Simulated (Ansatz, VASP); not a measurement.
SnO2: VASP beside Ansatz

Contents of POSCAR:

```
SnO2
1.0
    0.0000000000      2.4321282924      2.4321282924
    2.4321282924      0.0000000000      2.4321282924
    2.4321282924      2.4321282924      0.0000000000
Sn O
1 2
Direct
    0.0000000000      0.0000000000      0.0000000000
    0.2500000000      0.2500000000      0.2500000000
    0.7500000000      0.7500000000      0.7500000000
```

The input INCAR.step1:

```
  PREC = Accurate
  ENCUT = 520
  EDIFF = 1E-5
  ISMEAR = 0
  SIGMA = 0.01
  LREAL = False
  LASPH = True
  NELM = 80
  ALGO = Normal
  ISIF = 2
  LWAVE = True
  GGA = PE
  NBANDS = 20
```

Contents of INCAR.step2:

```
  PREC = Accurate
  ENCUT = 520
  EDIFF = 1E-6
  ISMEAR = 0
  SIGMA = 0.01
  LREAL = False
  LASPH = True
  NELM = 80
  ALGO = Normal
  ISIF = 2
  LWAVE = False
  LCHARG = True
  GGA = PE
  LHFCALC = True
  HFSCREEN = 0.2079
  PRECFOCK = Normal
  LELF = True
  LVHAR = True
  ISTART = 1
  NBANDS = 20
```

Contents of KPOINTS:

```
Automatic mesh
0
Gamma
  6 6 6
```

Input for Ansatz:

```yaml
crystal:
  lattice:
    - [0.0, 2.4321282924, 2.4321282924]
    - [2.4321282924, 0.0, 2.4321282924]
    - [2.4321282924, 2.4321282924, 0.0]
  atoms:
    - { symbol: Sn, position: [0.0, 0.0, 0.0] }
    - { symbol: O, position: [0.25, 0.25, 0.25] }
    - { symbol: O, position: [0.75, 0.75, 0.75] }
kpoints:
  mp_grid: { grid: [6, 6, 6] }
  band_path:
    path:
      - [0.0, 0.0, 0.0]
      - [0.5, 0.0, 0.5]
      - [0.625, 0.25, 0.625]
      - [0.375, 0.375, 0.75]
      - [0.5, 0.5, 0.5]
      - [0.5, 0.25, 0.75]
    npoints: 1
hamiltonian:
  xc: hse06
scf:
  occupations: { method: fixed }
  n_extra_bands: 4
output:
  forces: true
  stress: true
  eigenvalues: true
```

Change from the starting cell: hydrostatic strain -4.0%.

Alike in both runs: task single point; functional HSE06; k mesh 6 × 6 × 6; no spin polarisation.

```csv
,VASP,Ansatz
version,VASP 6.6.1,Ansatz 0.2.0
potentials or method,"VASP PAW PBE potentials, release 64 (Sn_d, O)","plane waves, PAW"
plane-wave cutoff (eV),520,420
occupations,"gaussian, width 0.01 eV",fixed
valence electrons in the cell,26,26
```

|  | VASP | Ansatz | Ansatz less VASP |
| --- | --- | --- | --- |
| gap on the k mesh at the Fermi level (eV) | 3.19 | 3.20 | +0.009 |
| pressure (GPa) | 35.5 | 34.2 | -1.34 |

Both programs put the cell under a high pressure, so it lies far from rest at this level. Ansatz's warnings: stress exchange threshold loose, stress scf threshold loose.
